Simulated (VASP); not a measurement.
# Rb (Pm-3m) in VASP: a series of runs

Rb is run at these levels: LDA; tasks: single point.

Program: VASP 6.6.1. These are calculated values, not measurements. Logs are shortened: lines on timing, memory, paths and dates and some standing lists are left out, and cuts for length are marked.

## 1. The cell of the first run

Symmetry: Pm-3m, No. 221, cubic system. The conventional cell has a = 4.395 Å, b = 4.395 Å, c = 4.395 Å, α = 90.00°, β = 90.00°, γ = 90.00°. Rb (site symmetry m-3m) has 6 Rb at 4.39 Å within 5.8 Å.

This isn't the form of Rb at room conditions, which is bcc.

## 2. Single point, LDA

The input, INCAR:

```
  PREC = Accurate
  ENCUT = 520
  EDIFF = 1E-7
  ISMEAR = -1
  SIGMA = 0.1
  LREAL = F
  LASPH = T
  NELM = 60
  ALGO = Normal
  ISIF = 2
  LWAVE = F
  LCHARG = F
  NBANDS = 10
```

The input, KPOINTS:

```
regular mesh
0
Gamma
  12 12 12
```

The input, POSCAR:

```
Rb
1.0
    4.3947841151      0.0000000000      0.0000000000
    0.0000000000      4.3947841151      0.0000000000
    0.0000000000      0.0000000000      4.3947841151
Rb
1
Direct
    0.0000000000      0.0000000000      0.0000000000
```

Potentials or basis: VASP PAW LDA potentials, release 64 (Rb_sv).

Started as:

```sh
cat potpaw_LDA.64/Rb_sv/POTCAR > POTCAR
mpirun -np 1 vasp_std > vasp.out
```

OUTCAR:

```text
PREC = Accurate
   ENCUT = 520
   EDIFF = 1E-7
   ISMEAR = -1
   LREAL = F
   LASPH = T
   NELM = 60
   ISIF = 2

 ion  position               nearest neighbor table
   1  0.000  0.000  0.000-

  LATTYP: Found a simple cubic cell.
 ALAT       =     4.3947841151

  Lattice vectors:

 A1 = (   4.3947841151,   0.0000000000,   0.0000000000)
 A2 = (   0.0000000000,   4.3947841151,   0.0000000000)
 A3 = (   0.0000000000,   0.0000000000,   4.3947841151)

Analysis of symmetry for initial positions (statically):
=====================================================================
 Subroutine PRICEL returns:
 Original cell was already a primitive cell.

 Routine SETGRP: Setting up the symmetry group for a
 simple cubic supercell.

 Subroutine GETGRP returns: Found 48 space group operations
 (whereof 48 operations were pure point group operations)
 out of a pool of 48 trial point group operations.

The static configuration has the point symmetry O_h .

Analysis of symmetry for dynamics (positions and initial velocities):
=====================================================================
 Subroutine PRICEL returns:
 Original cell was already a primitive cell.

 Routine SETGRP: Setting up the symmetry group for a
 simple cubic supercell.

 Subroutine GETGRP returns: Found 48 space group operations
 (whereof 48 operations were pure point group operations)
 out of a pool of 48 trial point group operations.

The dynamic configuration has the point symmetry O_h .

 Subroutine INISYM returns: Found 48 space group operations
 (whereof 48 operations are pure point group operations),
 and found     1 'primitive' translations

----------------------------------------------------------------------------------------

                                     Primitive cell

  volume of cell :      84.8814

  direct lattice vectors                    reciprocal lattice vectors
     4.394784115  0.000000000  0.000000000     0.227542463  0.000000000  0.000000000
     0.000000000  4.394784115  0.000000000     0.000000000  0.227542463  0.000000000
     0.000000000  0.000000000  4.394784115     0.000000000  0.000000000  0.227542463

  length of vectors
     4.394784115  4.394784115  4.394784115     0.227542463  0.227542463  0.227542463

  position of ions in fractional coordinates (direct lattice)
     0.000000000  0.000000000  0.000000000
[... 72 lines left out ...]
   LSORBIT =      F    spin-orbit coupling
   LASPH  =      T    aspherical Exc in radial PAW
   ENCUT  =  520.0 eV  38.22 Ry    6.18 a.u.   8.17  8.17  8.17*2*pi/ulx,y,z
   NELM   =     60;   NELMIN=  2; NELMDL= -5     # of ELM steps
   EDIFF  = 0.1E-06   stopping-criterion for ELM
   LREAL  =      F    real-space projection
   EDIFFG = 0.1E-05   stopping-criterion for IOM
   NSW    =      0    number of steps for IOM
   IBRION =     -1    ionic relax: 0-MD 1-quasi-New 2-CG
   NFREE  =      0    steps in history (QN), initial steepest desc. (CG)
   ISIF   =      2    stress and relaxation
   ISYM   =      2    0-nonsym 1-usesym 2-fastsym
   POTIM  = 0.5000    time-step for ionic-motion
   TEBEG  =    0.0;   TEEND  =   0.0 temperature during run
   PSTRESS=    0.0 pullay stress
   NELECT =       9.0000    total number of electrons
   NUPDOWN=      -1.0000    fix difference up-down
   EMIN   =  10.00;   EMAX   =-10.00  energy-range for DOS
   EFERMI =   0.00;   METHOD = LEGACY
   ISMEAR =    -1;   SIGMA  =   0.10  broadening in eV -4-tet -1-fermi 0-gaus
   EFERMI_NEDOS =   21; number of points for ismear=-14 and -15
   IALGO  =     38    algorithm
   IMIX   =      4    mixing-type and parameters
     AMIX     =   0.40;   BMIX     =  1.00
     AMIX_MAG =   1.60;   BMIX_MAG =  1.00
  volume/ion in A,a.u.               =      84.88       572.81
  Fermi-wavevector in a.u.,A,eV,Ry     =   0.774851  1.464256  8.168854  0.600394
  Thomas-Fermi vector in A             =   1.876994
   LORBIT       =      0    0 simple, 1 ext, 2 COOP (PROOUT), +10 PAW based schemes
   GGA     = CA    functional components
   LHFCALC =     F    Hartree Fock is set to
   AEXX    =    0.0000 exact exchange contribution
   IVDW    =     0    specifies the selected vdW correction
   LEPSILON=     F    determine dielectric tensor
   LRPA    =     F    only Hartree local field effects (RPA)
 non-spin polarized calculation
  energy-cutoff  :      520.00
  volume of cell :       84.88
 maximum number of plane-waves:      2320
 NGX is ok and might be reduce to    36
   NGX = 17   NGY = 17   NGZ = 17

 number of electron       9.0000000 magnetization

 Free energy of the ion-electron system (eV)
  ---------------------------------------------------
  ext. energy  EPLUGINS =         0.00000000
  ---------------------------------------------------
  free energy    TOTEN  =        -0.97498056 eV

  energy without entropy =       -0.94793494  energy(sigma->0) =       -0.96145775

 E-fermi :  -0.0283     XC(G=0):  -5.8406

 val. band max:       -0.0309030319   @ k =   0.3333   0.2500   0.2500
 cond. band min:       0.0025700694   @ k =   0.4167   0.2500   0.0833
 fundamental gap:      0.0334731013
 Fermi energy:        -0.0282635492

 k-point     1 :       0.0000    0.0000    0.0000
  band No.  band energies     occupation
      1     -28.9392      2.00000
      2     -13.0042      2.00000
      3     -13.0042      2.00000
      4     -13.0042      2.00000
      5      -2.1096      2.00000
      6       2.2003      0.00000
      7       2.2003      0.00000
      8       6.0951      0.00000
      9       6.0958      0.00000
     10       6.1029      0.00000
[... 287 lines left out ...]
 k-point    24 :       0.4167    0.3333    0.0000
  band No.  band energies     occupation
      1     -28.9245      2.00000
      2     -13.1694      2.00000
      3     -13.1307      2.00000
      4     -12.9756      2.00000
      5       0.2652      0.10090
      6       1.2187      0.00001
      7       2.4759      0.00000
      8       3.1087      0.00000
      9       4.5693      0.00000
     10       4.9166      0.00000

 [... further k-points ...]
[... 5 lines left out ...]
  --------------------------------------------------------------------------------------
  -------------------------------------------------------------------------------------
  Total       -0.0083664     -0.0083664     -0.0083664      0.0000000      0.0000000     -0.0000000
  in kB       -0.1579200     -0.1579200     -0.1579200      0.0000000      0.0000000     -0.0000000
  external PRESSURE =      -0.1579200 kB  Pullay stress =       0.0000000 kB

 VOLUME and BASIS-vectors are now :
 -----------------------------------------------------------------------------
  energy-cutoff  :      520.00
  volume of cell :       84.88
      direct lattice vectors                 reciprocal lattice vectors
     4.394784115  0.000000000  0.000000000     0.227542463  0.000000000  0.000000000
     0.000000000  4.394784115  0.000000000     0.000000000  0.227542463  0.000000000
     0.000000000  0.000000000  4.394784115     0.000000000  0.000000000  0.227542463

 POSITION                                       TOTAL-FORCE (eV/Angst)
 -----------------------------------------------------------------------------------
      0.00000      0.00000      0.00000         0.000000      0.000000      0.000000
 -----------------------------------------------------------------------------------
    total drift:                                0.000000      0.000000     -0.000000

  FREE ENERGIE OF THE ION-ELECTRON SYSTEM (eV)
  ---------------------------------------------------
  free  energy   TOTEN  =        -0.9749805627 eV

  energy  without entropy=       -0.9479349439  energy(sigma->0) =       -0.96145775
```

stdout:

```text
POSCAR found type information on POSCAR Rb
 POSCAR found :  1 types and       1 ions
 scaLAPACK will be used
 LDA part: xc-table for (Slater(with rela. corr.)+CA(PZ))
 , standard interpolation
 POSCAR, INCAR and KPOINTS ok, starting setup
 FFT: planning ... GRIDC
 FFT: planning ... GRID_SOFT
 FFT: planning ... GRID
 WAVECAR not read
 entering main loop
```

Wall time 24 s (1 thread of Intel Xeon 6975P-C (Granite Rapids), shared host); peak memory 0.2 GiB.

Results:

```yaml
Free_energy: -0.9750 eV
Pressure: 0.0 GPa
Band_gap_on_the_k_mesh: zero (an odd number of electrons rules out a gap without spin polarisation)
```

## 3. Single point, LDA, non-collinear spin, zero start, spin-orbit coupling

The input, INCAR:

```
SYSTEM = Rb
PREC = Accurate ; ENCUT = 520
EDIFF = 1E-6 ; ISMEAR = -1
SIGMA = 0.1 ; LREAL = .FALSE.
LASPH = .TRUE. ; NELM = 150
ALGO = Normal ; ISIF = 2
LWAVE = .FALSE. ; LCHARG = .FALSE.
LNONCOLLINEAR = .TRUE. ; MAGMOM = 0 0 0
LORBIT = 11 ; LSORBIT = .TRUE.
GGA_COMPAT = .FALSE. ; LORBMOM = .TRUE.
GGA = CA ; NBANDS = 20
```

The input, KPOINTS:

```
regular mesh
0
G
  7 7 7
  0 0 0
```

POSCAR is that of step 2.

Potentials or basis: VASP PAW LDA potentials, release 64 (Rb_sv).

Started as:

```sh
cat potpaw_LDA.64/Rb_sv/POTCAR > POTCAR
mpirun -np 1 vasp_ncl > vasp.out
```

Run time: 29 s. Hardware: 1 thread of Intel Xeon 6975P-C (Granite Rapids), shared host; peak memory 0.3 GiB.

The run converged. Its results:

```yaml
Free_energy: -1.0044 eV
Pressure: 0.0 GPa
Net_moment: 0.00 μB per cell
Valence_electrons_inside_the_program's_atomic_spheres: Rb 7.28
```

Moments on the atoms (μB; x, y, z):
```
Rb  0.00 0.00 0.00
```
